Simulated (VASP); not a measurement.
InAs, 2 atoms in the cell. Symmetry: I4/mmm, No. 139, tetragonal system. Conventional cell: a = 3.677 Å, b = 3.677 Å, c = 6.105 Å, α = 90.00°, β = 90.00°, γ = 90.00°. Within 3.4 Å of In (site symmetry 4/mmm) lie 6 As at 2.60 to 3.05 Å. As (site symmetry 4/mmm) has 6 In at 2.60 to 3.05 Å within 3.4 Å.  This cell differs from its parent crystal: strain -0.080 along x and y, +0.080 along z.

```yaml
Program: VASP 6.6.1
Task: single point
Functional: PBEsol
Potentials_or_basis: VASP PAW PBE potentials, release 64 (In_d, As)
Cutoff: 520 eV
k_mesh: 18 × 18 × 18
Occupations: gaussian, width 0.15 eV
Spin: no spin polarisation
Dipole_correction: no
Further_INCAR_settings: ALGO = Normal; EDIFF = 1e-07; NBANDS = 16
```

Potentials or basis: VASP PAW PBE potentials, release 64 (In_d, As).

The run is started by

```console
$ cat potpaw_PBE.64/In_d/POTCAR potpaw_PBE.64/As/POTCAR > POTCAR
$ mpirun -np 1 vasp_std > vasp.out
```

Hardware: 1 thread of Intel(R) Xeon(R) Platinum 8124M CPU @ 3.00GHz (Skylake/Cascade Lake) (shared host).

Estimate the wall time of this run.

Wall time 4.9 min on 1 thread of Intel(R) Xeon(R) Platinum 8124M CPU @ 3.00GHz (Skylake/Cascade Lake) (shared host), peak memory 0.44 GiB. Counts: scf iterations 15, k points 480.
